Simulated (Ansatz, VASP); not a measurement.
**ZnS: VASP beside Ansatz**

POSCAR

```
ZnS
1.0
    2.6536100889      2.6536100889      0.0000000000
   -2.6536100889      2.6536100889      0.0000000000
    0.0000000000      2.6536100889      2.6536100889
Zn S
1 1
Direct
    0.7500000000      0.2500000000      0.5000000000
    0.0000000000      0.0000000000      0.0000000000
```

File INCAR.step1:

```
ALGO = Normal
EDIFF = 1E-4
ENCUT = 520
GGA = PE
ISMEAR = 0
LASPH = True
LCHARG = False
LREAL = False
LWAVE = True
NBANDS = 16
NELM = 80
PREC = Accurate
SIGMA = 0.01
```

File INCAR.step2:

```
ALGO = Normal
EDIFF = 1E-6
ENCUT = 520
ISIF = 2
ISMEAR = 0
ISTART = 1
LASPH = True
LCHARG = True
LELF = True
LMIXTAU = True
LREAL = False
LVHAR = True
LWAVE = False
METAGGA = R2SCAN
NBANDS = 16
NELM = 80
PREC = Accurate
SIGMA = 0.01
```

Contents of KPOINTS:

```
k-points
0
Gamma
  8 8 8
```

Input for Ansatz:

```yaml
crystal:
  lattice:
    - [2.65361008887, 2.65361008887, 0.0]
    - [-2.65361008887, 2.65361008887, 0.0]
    - [0.0, 2.65361008887, 2.65361008887]
  atoms:
    - { symbol: Zn, position: [0.75, 0.25, 0.5] }
    - { symbol: S, position: [0.0, 0.0, 0.0] }
kpoints:
  mp_grid: { grid: [8, 8, 8] }
scf:
  occupations: { method: fixed }
  convergence: { dr2_threshold: 1.0e-10 }
hamiltonian:
  xc: r2scan
  pseudopotentials: { kind: paw }
output:
  forces: true
  stress: true
  eigenstates:
    kpoints:
      - [0.0, 0.0, 0.0]
      - [-0.5, -0.5, -0.5]
      - [-0.5, 0.5, 0.0]
      - [0.0, 0.0, -0.5]
      - [0.0, -0.5, -0.5]
      - [0.0, 0.5, 0.0]
      - [-0.5, 0.0, 0.0]
      - [-0.5, 0.0, -0.5]
  eigenvalues: true
```

Alike in both runs: task single point; functional r2SCAN; k mesh 8 × 8 × 8; no spin polarisation.

|  | VASP | Ansatz |
| --- | --- | --- |
| version | VASP 6.6.1 | Ansatz 0.2.0 |
| potentials or method | VASP PAW PBE potentials, release 64 (Zn, S) | PAW with Ansatz's default frozen-core files, scalar-relativistic |
| plane-wave cutoff (eV) | 520 | 500 |
| occupations | gaussian, width 0.01 eV | fixed |
| valence electrons in the cell | 18 | 18 |

|  | VASP | Ansatz | Ansatz less VASP |
| --- | --- | --- | --- |
| gap on the k mesh at the Fermi level (eV) | 2.93 | 2.92 | -0.015 |
| pressure (GPa) | 4.0 | 4.0 | -0.01 |

VASP's potentials were made for PBE, not for r2SCAN.
